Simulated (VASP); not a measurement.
A run of VASP 6.6.1 is set up as follows.

File INCAR:

```
  PREC = Accurate
  ENCUT = 600
  EDIFF = 1E-6
  ISMEAR = 1
  SIGMA = 0.05
  LREAL = F
  LASPH = T
  NELM = 120
  ALGO = Normal
  ISIF = 2
  LWAVE = F
  LCHARG = F
  GGA = PS
  NBANDS = 16
  GGA_COMPAT = F
```

The input KPOINTS:

```
regular mesh
0
Gamma
  11 11 11
```

Contents of POSCAR:

```
NbC
1.0
    0.0000000000      2.2345500000      2.2345500000
    2.2345500000      0.0000000000      2.2345500000
    2.2345500000      2.2345500000      0.0000000000
Nb C
1 1
Direct
    0.0000000000      0.0000000000      0.0000000000
    0.5000000000      0.5000000000      0.5000000000
```

Potentials or basis: VASP PAW PBE potentials, release 64 (Nb_sv, C).

Launch:

```console
$ cat potpaw_PBE.64/Nb_sv/POTCAR potpaw_PBE.64/C/POTCAR > POTCAR
$ mpirun -np 1 vasp_std > vasp.out
```

Q: Predict the pressure.

A: -4.6 GPa.

Q: Predict the band gap on the k mesh.

A: Zero (an odd number of electrons rules out a gap without spin polarisation).

Caveat: the cell stands under tension; the PAW data sets were made with another functional, which shifts forces and pressure a little.
